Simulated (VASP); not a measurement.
## NaH: relaxation of cell and atoms with PBE

Crystal: NaH.

```
Na H
1.0
     2.42134    0.00000    0.00000
     0.00000    2.42134    0.00000
     0.00000    0.00000    2.42134
Na H
1 1
Direct
  0.00000 0.00000 0.00000
  0.50000 0.50000 0.50000
```

- Program: VASP 6.6.1
- Task: relaxation of cell and atoms
- Functional: PBE
- Potentials or basis: VASP PAW PBE potentials, release 64 (Na_sv, H)
- Cutoff: 1130 eV
- k mesh: 10 × 10 × 10
- Occupations: fermi-dirac, width 0.02 eV
- Spin: no spin polarisation
- Dipole correction: no
- Further INCAR settings: ALGO = Normal; EDIFF = 1e-07; IBRION = 2; EDIFFG = -0.005; NSW = 80; ISIF = 3

| Item | Value |
| --- | --- |
| Relaxed volume | 12.96 Å³/atom |
| Relaxed cell | a = 2.960 Å, b = 2.960 Å, c = 2.960 Å, α = 90.00°, β = 90.00°, γ = 90.00° |
| Space group after relaxing (to 0.1 Å) | Pm-3m (No. 221) |
| Energy gained by relaxing | 492.4 meV/atom |
| Ionic steps | 6 |
| Pressure after relaxing | 0.0 GPa |
| Band gap on the k mesh | 1.04 eV (least direct gap 4.43 eV) |

The path:
| step | energy change (eV) | largest force (eV/Å) | pressure (GPa) | volume (Å³) |
| --- | --- | --- | --- | --- |
| 1 | 0.0000 | 0.0000 | 44.36 | 14.20 |
| 2 | -0.7328 | 0.0000 | 14.10 | 18.63 |
| 3 | -0.9350 | 0.0000 | 4.71 | 22.31 |
| 4 | -0.9000 | 0.0000 | -5.39 | 31.07 |
| 5 | -0.9840 | 0.0000 | 0.54 | 25.46 |
| 6 | -0.9848 | 0.0000 | 0.03 | 25.92 |

Final structure:
```
Na H
1.0
     2.95952    0.00000    0.00000
     0.00000    2.95952    0.00000
     0.00000    0.00000    2.95952
Na H
1 1
Cartesian
  0.0000 0.0000 0.0000
  1.4798 1.4798 1.4798
```

Levels at points of the mesh, in eV from the valence-band top:
| k point | band 2 | band 3 | band 4 | band 5 | band 6 | band 7 | band 8 | band 9 |
| --- | --- | --- | --- | --- | --- | --- | --- | --- |
| (0.00, 0.00, 0.00) | -24.56 | -24.56 | -24.56 | -5.89 | 8.63 | 11.01 | 11.01 | 12.47 |
| (0.50, 0.00, 0.00) | -24.74 | -24.55 | -24.55 | -3.39 | 1.04 | 10.86 | 14.28 | 14.56 |
| (0.50, 0.50, 0.00) | -24.71 | -24.71 | -24.53 | -1.72 | 4.28 | 4.28 | 6.82 | 14.71 |
| (0.50, 0.50, 0.50) | -24.68 | -24.68 | -24.68 | 0.00 | 6.92 | 6.92 | 6.92 | 9.12 |

Wall time 43 s on 1 thread of Intel(R) Xeon(R) Platinum 8488C (Sapphire Rapids) (shared host), peak memory 0.16 GiB.

Caveat: the volume moved by over 15 % at a fixed basis, so the end points are rough; the structure was generated, so it needn't be the stable form of NaH. A k mesh can miss the band edges.
